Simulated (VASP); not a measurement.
Runs of VASP 6.6.1 on ZrS. The structure is that of space group Fm-3m (No. 225), or close to it. The cells are those of the table. 

```csv
task,cell,cutoff (eV),gap on the mesh (eV),pressure (GPa)
relaxation of cell and atoms,"relaxed to 3 GPa from a = 3.660 Å, angles 60.0°, 2 atoms",600,-,3.0
relaxation of cell and atoms,"relaxed from a = 3.712 Å, angles 60.0°, 2 atoms",600,-,0.0
single point,"a = 3.619 Å, angles 60.0°, 2 atoms",520,none,(b)
single point,"a = 3.669 Å, angles 60.0°, 2 atoms",520,none,3.0
single point,"a = 3.767 Å, angles 60.0°, 2 atoms",520,none,(a)
single point,"a = 3.695 Å, angles 60.0°, 2 atoms",520,none,0.0
single point,"a = 3.814 Å, angles 60.0°, 2 atoms",520,none,-10.8
single point,"a = 3.731 Å, angles 60.0°, 2 atoms",520,none,-3.9
single point,"a = 3.540 Å, angles 60.0°, 2 atoms",520,none,23.6
single point,"a = 3.580 Å, angles 60.0°, 2 atoms",520,none,16.2
single point,"a = 3.657 Å, angles 60.0°, 2 atoms",520,none,4.5
```

Alike in all rows: level r2SCAN; potentials or basis VASP PAW PBE potentials, release 64 (Zr_sv, S); no spin polarisation; k mesh 14 × 14 × 14; smearing gaussian 0.1 eV.

Question: Estimate the missing entries.

Answer: (a) -7.2; (b) 9.9.

Caveats: the PAW data sets were made with another functional, which shifts forces and pressure a little; the bands computed are all filled at some k points, so no gap is given (some runs); the cell is relaxed towards a set pressure, so the enthalpy falls and the energy may rise (some runs).

A k mesh can miss the band edges, and the runs leave out spin-orbit coupling on Zr.

A gap of «none» marks levels without a gap at the run's occupations.
